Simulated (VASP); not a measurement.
# Te (P3_121) in VASP: notebook

The runs below take Te through single point, with PBEsol, r2SCAN.

Program: VASP 6.6.1. These are calculated values, not measurements. Logs are shortened: lines on timing, memory, paths and dates and some standing lists are left out, and cuts for length are marked.

**1. The cell of the first run**

It takes space group P3_121 (No. 152, trigonal). Conventional cell: a = 4.320 Å, b = 4.320 Å, c = 5.944 Å, α = 90.00°, β = 90.00°, γ = 120.00°. Te (site symmetry 2) has 6 Te at 2.91 to 3.34 Å within 3.8 Å.

**2. Single point, PBEsol**

INCAR reads:

```
SYSTEM = Te
  ALGO = Normal
  EDIFF = 1E-7
  ENCUT = 520
  GGA = PS
  ISIF = 2
  ISMEAR = -1
  LASPH = .TRUE.
  LCHARG = .FALSE.
  LREAL = .FALSE.
  LWAVE = .FALSE.
  NBANDS = 16
  NELM = 60
  PREC = Accurate
  SIGMA = 0.05
```

KPOINTS reads:

```
k-points
0
G
  8 8 5
  0 0 0
```

POSCAR reads:

```
Te
1.0
    4.3195080000      0.0000000000      0.0000000000
   -2.1597540000      3.7408040000      0.0000000000
    0.0000000000      0.0000000000      5.9442510000
Te
3
Direct
    0.2848580000      0.0000000000      0.3333330000
    0.0000000000      0.2848580000      0.6666670000
    0.7151420000      0.7151420000      0.0000000000
```

Potentials or basis: VASP PAW PBE potentials, release 64 (Te).

Launch:

```sh
$ cat potpaw_PBE.64/Te/POTCAR > POTCAR
$ mpirun -np 1 vasp_std > vasp.out
```

OUTCAR:

```text
SYSTEM = Te
   EDIFF = 1E-7
   ENCUT = 520
   GGA = PS
   ISIF = 2
   ISMEAR = -1
   LASPH = .TRUE.
   LREAL = .FALSE.
   NELM = 60
   PREC = Accurate

 ion  position               nearest neighbor table
   1  0.285  0.000  0.333-   3 2.91   2 2.91   3 3.34   3 3.34   2 3.34   2 3.34
   2  0.000  0.285  0.667-   3 2.91   1 2.91   3 3.34   3 3.34   1 3.34   1 3.34
   3  0.715  0.715  0.000-   1 2.91   2 2.91   1 3.34   2 3.34   2 3.34   1 3.34

  LATTYP: Found a hexagonal cell.
 ALAT       =     4.3195080000
 C/A-ratio  =     1.3761407549

  Lattice vectors:

 A1 = (   4.3195080000,   0.0000000000,   0.0000000000)
 A2 = (  -2.1597540000,   3.7408040000,   0.0000000000)
 A3 = (   0.0000000000,   0.0000000000,   5.9442510000)

Analysis of symmetry for initial positions (statically):
=====================================================================
 Subroutine PRICEL returns:
 Original cell was already a primitive cell.

 Routine SETGRP: Setting up the symmetry group for a
 hexagonal supercell.

 Subroutine GETGRP returns: Found  6 space group operations
 (whereof  2 operations were pure point group operations)
 out of a pool of 24 trial point group operations.

The static configuration has the point symmetry C_2 .
 The point group associated with its full space group is D_3 .

Analysis of symmetry for dynamics (positions and initial velocities):
=====================================================================
 Subroutine PRICEL returns:
 Original cell was already a primitive cell.

 Routine SETGRP: Setting up the symmetry group for a
 hexagonal supercell.

 Subroutine GETGRP returns: Found  6 space group operations
 (whereof  2 operations were pure point group operations)
 out of a pool of 24 trial point group operations.

The dynamic configuration has the point symmetry C_2 .
 The point group associated with its full space group is D_3 .

 Subroutine INISYM returns: Found  6 space group operations
 (whereof  2 operations are pure point group operations),
 and found     1 'primitive' translations

----------------------------------------------------------------------------------------

                                     Primitive cell

  volume of cell :      96.0498

  direct lattice vectors                    reciprocal lattice vectors
     4.319508000  0.000000000  0.000000000     0.231507848  0.133661106  0.000000000
    -2.159754000  3.740804000  0.000000000     0.000000000  0.267322212  0.000000000
     0.000000000  0.000000000  5.944251000     0.000000000  0.000000000  0.168229774

  length of vectors
     4.319508000  4.319508295  5.944251000     0.267322230  0.267322212  0.168229774

  position of ions in fractional coordinates (direct lattice)
     0.284858000  0.000000000  0.333333000
     0.000000000  0.284858000  0.666667000
     0.715142000  0.715142000  0.000000000

  ion indices of the primitive-cell ions
   primitive index   ion index
                 1           1
                 2           2
                 3           3

----------------------------------------------------------------------------------------

 KPOINTS: k-points

Automatic generation of k-mesh.
 Grid dimensions read from file:
 generate k-points for:    8    8    5

 Generating k-lattice:

  Cartesian coordinates                     Fractional coordinates (reciprocal lattice)
     0.028938481  0.016707638  0.000000000     0.125000000  0.000000000  0.000000000
     0.000000000  0.033415277  0.000000000     0.000000000  0.125000000  0.000000000
     0.000000000  0.000000000  0.033645955     0.000000000  0.000000000  0.200000000

  Length of vectors
     0.033415279  0.033415277  0.033645955

  Shift w.r.t. Gamma in fractional coordinates (k-lattice)
     0.000000000  0.000000000  0.000000000

 Subroutine IBZKPT returns following result:
 ===========================================

 Found     40 irreducible k-points:

 Following reciprocal coordinates:
            Coordinates               Weight
  0.000000  0.000000  0.000000      1.000000
  0.125000  0.000000  0.000000      6.000000
  0.250000  0.000000  0.000000      6.000000
  0.375000 -0.000000  0.000000      6.000000
  0.500000  0.000000  0.000000      3.000000
  0.125000  0.125000  0.000000      6.000000
[... 16 lines left out ...]
 -0.125000  0.500000  0.200000     12.000000
  0.250000  0.250000  0.200000     12.000000
 [... further k-points ...]
   k-points           NKPTS =     40   k-points in BZ     NKDIM =     40   number of bands    NBANDS=     16
   number of dos      NEDOS =    301   number of ions     NIONS =      3
   total plane-waves  NPLWV =  49152
   dimension x,y,z NGX =    32 NGY =   32 NGZ =   48
   dimension x,y,z NGXF=    64 NGYF=   64 NGZF=   96
   ions per type =               3
   NGX,Y,Z   is equivalent  to a cutoff of  12.32, 12.32, 13.42 a.u.
   NGXF,Y,Z  is equivalent  to a cutoff of  24.63, 24.63, 26.85 a.u.
 SYSTEM =  Te
   PREC   = accura    normal or accurate (medium, high low for compatibility)
   ISTART =      0    job   : 0-new  1-cont  2-samecut
   ICHARG =      2    charge: 1-file 2-atom 10-const
   ISPIN  =      1    spin polarized calculation?
   LNONCOLLINEAR =      F non collinear calculations
   LSORBIT =      F    spin-orbit coupling
   LASPH  =      T    aspherical Exc in radial PAW
   ENCUT  =  520.0 eV  38.22 Ry    6.18 a.u.   8.03  8.03 11.05*2*pi/ulx,y,z
   NELM   =     60;   NELMIN=  2; NELMDL= -5     # of ELM steps
   EDIFF  = 0.1E-06   stopping-criterion for ELM
   LREAL  =      F    real-space projection
   EDIFFG = 0.1E-05   stopping-criterion for IOM
   NSW    =      0    number of steps for IOM
   IBRION =     -1    ionic relax: 0-MD 1-quasi-New 2-CG
   NFREE  =      0    steps in history (QN), initial steepest desc. (CG)
   ISIF   =      2    stress and relaxation
   ISYM   =      2    0-nonsym 1-usesym 2-fastsym
   POTIM  = 0.5000    time-step for ionic-motion
   TEBEG  =    0.0;   TEEND  =   0.0 temperature during run
   PSTRESS=    0.0 pullay stress
   NELECT =      18.0000    total number of electrons
   NUPDOWN=      -1.0000    fix difference up-down
   EMIN   =  10.00;   EMAX   =-10.00  energy-range for DOS
   EFERMI =   0.00;   METHOD = LEGACY
   ISMEAR =    -1;   SIGMA  =   0.05  broadening in eV -4-tet -1-fermi 0-gaus
   EFERMI_NEDOS =   21; number of points for ismear=-14 and -15
   IALGO  =     38    algorithm
   IMIX   =      4    mixing-type and parameters
     AMIX     =   0.40;   BMIX     =  1.00
     AMIX_MAG =   1.60;   BMIX_MAG =  1.00
  volume/ion in A,a.u.               =      32.02       216.06
  Fermi-wavevector in a.u.,A,eV,Ry     =   0.936843  1.770377 11.941494  0.877675
  Thomas-Fermi vector in A             =   2.063894
   LORBIT       =      0    0 simple, 1 ext, 2 COOP (PROOUT), +10 PAW based schemes
   GGA     = PS    functional components
   LHFCALC =     F    Hartree Fock is set to
   AEXX    =    0.0000 exact exchange contribution
   IVDW    =     0    specifies the selected vdW correction
   LEPSILON=     F    determine dielectric tensor
   LRPA    =     F    only Hartree local field effects (RPA)
 non-spin polarized calculation
  energy-cutoff  :      520.00
  volume of cell :       96.05
 maximum number of plane-waves:      2604
   NGX = 17   NGY = 17   NGZ = 23

 number of electron      17.9999998 magnetization

 Free energy of the ion-electron system (eV)
  ---------------------------------------------------
  ext. energy  EPLUGINS =         0.00000000
  ---------------------------------------------------
  free energy    TOTEN  =       -10.58144851 eV

  energy without entropy =      -10.58113130  energy(sigma->0) =      -10.58128991

 E-fermi :   6.6275     XC(G=0):  -9.5054

 val. band max:        6.3661013322   @ k =   0.3750   0.2500   0.4000
 cond. band min:       6.8340815935   @ k =   0.0000   0.0000   0.4000
 fundamental gap:      0.4679802613
 Fermi energy:         6.6274650056

 k-point     1 :       0.0000    0.0000    0.0000
  band No.  band energies     occupation
      1      -7.3499      2.00000
      2      -3.9483      2.00000
      3      -3.9483      2.00000
      4       3.6176      2.00000
      5       3.9749      2.00000
      6       3.9749      2.00000
[... 8 lines left out ...]
     15      12.6625      0.00000
     16      12.6625      0.00000

 k-point     2 :       0.1250    0.0000    0.0000
  band No.  band energies     occupation
      1      -7.2245      2.00000
      2      -3.9637      2.00000
      3      -3.9072      2.00000
      4       2.6587      2.00000
      5       3.2960      2.00000
      6       3.5682      2.00000
[... 8 lines left out ...]
     15      12.5547      0.00000
     16      12.9172      0.00000

 k-point     3 :       0.2500    0.0000    0.0000
  band No.  band energies     occupation
      1      -6.8631      2.00000
      2      -4.1063      2.00000
      3      -3.7946      2.00000
      4       1.6766      2.00000
      5       2.4997      2.00000
      6       3.0317      2.00000
[... 8 lines left out ...]
     15      12.9574      0.00000
     16      13.8306      0.00000

 k-point     4 :       0.3750   -0.0000    0.0000
  band No.  band energies     occupation
      1      -6.3351      2.00000
      2      -4.5037      2.00000
      3      -3.6639      2.00000
      4       1.3947      2.00000
      5       1.9604      2.00000
      6       2.6570      2.00000
[... 8 lines left out ...]
     15      14.1378      0.00000
     16      14.8982      0.00000

 k-point     5 :       0.5000    0.0000    0.0000
  band No.  band energies     occupation
      1      -5.9643      2.00000
      2      -4.8508      2.00000
      3      -3.6040      2.00000
      4       1.4647      2.00000
      5       1.9128      2.00000
      6       2.5497      2.00000
[... 8 lines left out ...]
     15      15.3074      0.00000
     16      15.7711      0.00000

 k-point     6 :       0.1250    0.1250    0.0000
  band No.  band energies     occupation
      1      -6.9805      2.00000
      2      -4.0087      2.00000
      3      -3.8671      2.00000
      4       2.0044      2.00000
      5       2.3063      2.00000
      6       3.7181      2.00000
[... 8 lines left out ...]
     15      13.0477      0.00000
     16      13.5194      0.00000

 k-point     7 :       0.2500    0.1250    0.0000
  band No.  band energies     occupation
      1      -6.5290      2.00000
      2      -4.2384      2.00000
      3      -3.8153      2.00000
      4       1.5012      2.00000
      5       1.8569      2.00000
      6       3.1854      2.00000
[... 8 lines left out ...]
     15      13.8554      0.00000
     16      14.6110      0.00000

 k-point     8 :       0.3750    0.1250    0.0000
  band No.  band energies     occupation
      1      -6.0145      2.00000
      2      -4.6713      2.00000
      3      -3.7652      2.00000
      4       1.5317      2.00000
      5       1.8456      2.00000
      6       2.6782      2.00000
[... 8 lines left out ...]
     15      14.7262      0.00000
     16      15.1856      0.00000

 k-point     9 :       0.2500    0.2500    0.0000
  band No.  band energies     occupation
      1      -6.0577      2.00000
      2      -4.3997      2.00000
      3      -4.0243      2.00000
      4       1.6547      2.00000
      5       1.6920      2.00000
      6       3.1047      2.00000
[... 8 lines left out ...]
     15      14.1179      0.00000
     16      14.9296      0.00000
[... 172 lines left out ...]
 k-point    19 :       0.1250    0.1250    0.2000
  band No.  band energies     occupation
      1      -6.8414      2.00000
      2      -4.9097      2.00000
      3      -3.0278      2.00000
      4       2.1468      2.00000
      5       2.4304      2.00000
      6       3.5294      2.00000
[... 8 lines left out ...]
     15      12.6338      0.00000
     16      13.1725      0.00000

 k-point    20 :       0.2500    0.1250    0.2000
  band No.  band energies     occupation
      1      -6.4136      2.00000
      2      -4.6876      2.00000
      3      -3.5431      2.00000
      4       1.7169      2.00000
      5       2.2570      2.00000
      6       3.0565      2.00000
[... 8 lines left out ...]
     15      13.0395      0.00000
     16      13.8802      0.00000

 k-point    21 :      -0.1250    0.3750    0.2000
  band No.  band energies     occupation
      1      -6.3924      2.00000
      2      -4.8402      2.00000
      3      -3.3055      2.00000
      4       1.2107      2.00000
      5       2.0397      2.00000
      6       2.9562      2.00000
[... 8 lines left out ...]
     15      13.7333      0.00000
     16      14.7059      0.00000

 k-point    22 :       0.3750    0.1250    0.2000
  band No.  band energies     occupation
      1      -5.9378      2.00000
      2      -4.6887      2.00000
      3      -3.8960      2.00000
      4       1.4630      2.00000
      5       1.6795      2.00000
      6       2.8886      2.00000
[... 8 lines left out ...]
     15      13.7663      0.00000
     16      14.5329      0.00000

 k-point    23 :      -0.1250    0.5000    0.2000
  band No.  band energies     occupation
      1      -5.8927      2.00000
      2      -4.9030      2.00000
      3      -3.6470      2.00000
      4       0.9742      2.00000
      5       1.7549      2.00000
      6       2.7975      2.00000
[... 8 lines left out ...]
     15      13.9574      0.00000
     16      15.4063      0.00000

 k-point    24 :       0.2500    0.2500    0.2000
  band No.  band energies     occupation
      1      -5.9512      2.00000
      2      -4.7038      2.00000
      3      -3.8293      2.00000
      4       1.1538      2.00000
      5       2.0050      2.00000
      6       2.7225      2.00000
[... 8 lines left out ...]
     15      14.1034      0.00000
     16      14.4791      0.00000

 [... further k-points ...]

------------------------ aborting loop because EDIFF is reached ----------------------------------------

  FORCE on cell =-STRESS in cart. coord.  units (eV):
  Direction    XX          YY          ZZ          XY          YZ          ZX
  --------------------------------------------------------------------------------------
  -------------------------------------------------------------------------------------
  Total        0.0204951      0.0204951      0.1133381      0.0000000     -0.0000000      0.0000000
  in kB        0.3418721      0.3418721      1.8905590      0.0000000     -0.0000000      0.0000000
  external PRESSURE =       0.8581011 kB  Pullay stress =       0.0000000 kB

 VOLUME and BASIS-vectors are now :
 -----------------------------------------------------------------------------
  energy-cutoff  :      520.00
  volume of cell :       96.05
      direct lattice vectors                 reciprocal lattice vectors
     4.319508000  0.000000000  0.000000000     0.231507848  0.133661106  0.000000000
    -2.159754000  3.740804000  0.000000000     0.000000000  0.267322212  0.000000000
     0.000000000  0.000000000  5.944251000     0.000000000  0.000000000  0.168229774

 POSITION                                       TOTAL-FORCE (eV/Angst)
 -----------------------------------------------------------------------------------
      1.23045      0.00000      1.98142         0.002420      0.000000     -0.000000
     -0.61522      1.06560      3.96284        -0.001210      0.002095      0.000000
      1.54453      2.67521      0.00000        -0.001210     -0.002095      0.000000
 -----------------------------------------------------------------------------------
    total drift:                                0.000248     -0.000367      0.000016

  FREE ENERGIE OF THE ION-ELECTRON SYSTEM (eV)
  ---------------------------------------------------
  free  energy   TOTEN  =       -10.5814485148 eV

  energy  without entropy=      -10.5811313033  energy(sigma->0) =      -10.58128991
```

Run time: 41 s. Hardware: 1 thread of Intel Xeon Platinum 8488C (Sapphire Rapids), shared host; peak memory 0.23 GiB.

Results:

* Free energy: -10.5814 eV
* Pressure: 0.1 GPa
* Band gap on the k mesh: 0.47 eV, indirect (least direct gap 0.61 eV)

Forces in eV/Å, atoms in the order of the input:
```
Te   0.002  0.000  0.000
Te  -0.001  0.002  0.000
Te  -0.001 -0.002  0.000
```

Levels at points of the mesh, in eV from the valence-band top:
```tsv
k point	band 5	band 6	band 7	band 8	band 9	band 10	band 11	band 12	band 13	band 14
(0.00, 0.00, 0.00)	-2.39	-2.39	-1.58	-1.58	-0.94	1.21	1.21	1.88	5.01	5.01
(0.50, 0.00, 0.00)	-4.45	-3.82	-3.70	-0.63	-0.50	0.76	0.78	2.60	4.02	7.91
```

Caveat: the PAW data sets were made with another functional, which shifts forces and pressure a little; spin-orbit coupling is left out, which moves the levels of the heavy elements. A k mesh can miss the band edges.

(Continued in part 2 of 2.)
